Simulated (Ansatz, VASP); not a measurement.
**One calculation of HfB2, two programs**

```xyz
3
Lattice="3.1400 0.0000 0.0000 -1.5700 2.7193 0.0000 0.0000 0.0000 3.4700" Properties=species:S:1:pos:R:3 pbc="T T T"
Hf    0.0000    0.0000    0.0000
B     0.0000    1.8129    1.7350
B     1.5700    0.9064    1.7350
```

Alike in both runs: task relaxation of cell and atoms; functional r2SCAN; k mesh 21 × 21 × 16; occupations gaussian, width 0.1 eV; no spin polarisation.

|  | VASP | Ansatz |
| --- | --- | --- |
| version | VASP 6.6.1 | Ansatz 0.2.0 |
| potentials or method | VASP PAW PBE potentials, release 64 (Hf_pv, B) | scalar-relativistic, plane waves, PAW |
| plane-wave cutoff (eV) | 600 | 500 |
| valence electrons in the cell | 16 | 32 |

```tsv
	VASP	Ansatz	Ansatz less VASP
gap on the k mesh at the Fermi level, each at its own relaxed structure (eV)	none	none	-
relaxed volume (Å³/atom)	9.86	9.88	+0.025
relaxed cell length with the largest relative difference (Å)	3.134	3.136	+0.0029
```

VASP's potentials were made for PBE, not for r2SCAN. A gap of «none» marks a metal or a gap that the smearing closes. VASP's potentials hold 16 valence electrons a cell and Ansatz's 32, so a difference there can come from the potentials and not from the codes.

Neither program's run includes spin-orbit coupling.
